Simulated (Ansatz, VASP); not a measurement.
# Ge16N: VASP beside Ansatz

```xyz
17
Lattice="0.0000 5.6600 5.6600 5.6600 0.0000 5.6600 5.6600 5.6600 0.0000" Properties=species:S:1:pos:R:3 pbc="T T T"
Ge    0.0676    0.0846    0.2767
Ge    1.5699    1.5825    1.5691
Ge    2.5084    2.5038   -0.5391
Ge    4.1001    3.9815    0.5944
Ge    2.9278    0.1020    2.9507
Ge    4.2418    1.4179    4.5459
Ge    5.3901    2.9625    3.0291
Ge    6.9576    4.4390    4.1901
Ge    0.1050    2.9490    2.9601
Ge    1.4255    4.2842    4.5375
Ge    2.9719    5.4005    2.9966
Ge    4.4434    6.9565    4.1736
Ge    2.7549    2.7779    5.9412
Ge    4.2468    4.2517    7.2082
Ge    5.6950    5.7043    5.8523
Ge    7.0234    7.0415    7.4170
N     3.7165    3.7171    2.4064
```

Alike in both runs: functional PBE; dispersion D3(BJ); k mesh 2 × 2 × 2; occupations fermi-dirac, width 0.15 eV; no spin polarisation.

Ansatz relaxed the structure, and its values are those at the end. VASP's run is a single point on that final structure, the one shown.

```csv
,VASP,Ansatz
version,VASP 6.6.1,Ansatz 0.2.0
potentials or method,"VASP PAW PBE potentials, release 64 (Ge_d, N), cutoff 520 eV","scalar-relativistic, plane waves, PAW"
valence electrons in the cell,229,229
```

|  | VASP | Ansatz | Ansatz less VASP |
| --- | --- | --- | --- |
| rms of the force components (eV/Å) | 0.020 | 0.018 | -0.0022 |

The k mesh is coarse, so the values compare programs but aren't converged.
